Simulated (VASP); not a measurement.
Here is a VASP 6.6.1 calculation.

File POSCAR:

```
GaN
1.0
    0.0000000000      2.2489367656      2.2489367656
    2.2489367656      0.0000000000      2.2489367656
    2.2489367656      2.2489367656      0.0000000000
Ga N
1 1
Direct
    0.0000000000      0.0000000000      0.0000000000
    0.7500000000      0.7500000000      0.7500000000
```

The input INCAR.step1:

```
SYSTEM = GaN
PREC = Accurate ; ENCUT = 520
ISMEAR = 0 ; SIGMA = 0.02
LREAL = .FALSE. ; LASPH = .TRUE.
NELM = 100 ; NBANDS = 16
GGA = PE ; ALGO = Normal
EDIFF = 1E-4 ; LWAVE = .TRUE.
LCHARG = .FALSE.
```

The input INCAR.step2:

```
SYSTEM = GaN
PREC = Accurate ; ENCUT = 520
EDIFF = 1E-7 ; ISMEAR = 0
SIGMA = 0.02 ; LREAL = .FALSE.
LASPH = .TRUE. ; NELM = 100
ALGO = Normal ; ISIF = 2
LWAVE = .FALSE. ; LCHARG = .FALSE.
METAGGA = R2SCAN ; LMIXTAU = .TRUE.
NBANDS = 16 ; ISTART = 1
```

Contents of KPOINTS:

```
regular mesh
0
G
  10 10 10
  0 0 0
```

Potentials or basis: VASP PAW PBE potentials, release 64 (Ga_d, N).

The run is started by

```bash
$ cat potpaw_PBE.64/Ga_d/POTCAR potpaw_PBE.64/N/POTCAR > POTCAR
$ cp INCAR.step1 INCAR
$ mpirun -np 1 vasp_std > vasp.out
$ cp INCAR.step2 INCAR
$ mpirun -np 1 vasp_std > vasp.out
```

Problem. Predict the band gap on the k mesh.

Solution. 2.16 eV, direct.

Problem. Predict the pressure.

Solution. 1.1 GPa.

Caveat: the PAW data sets were made with another functional, which shifts forces and pressure a little. r2SCAN opens gaps a little over a GGA but as a rule still falls short of measured ones.
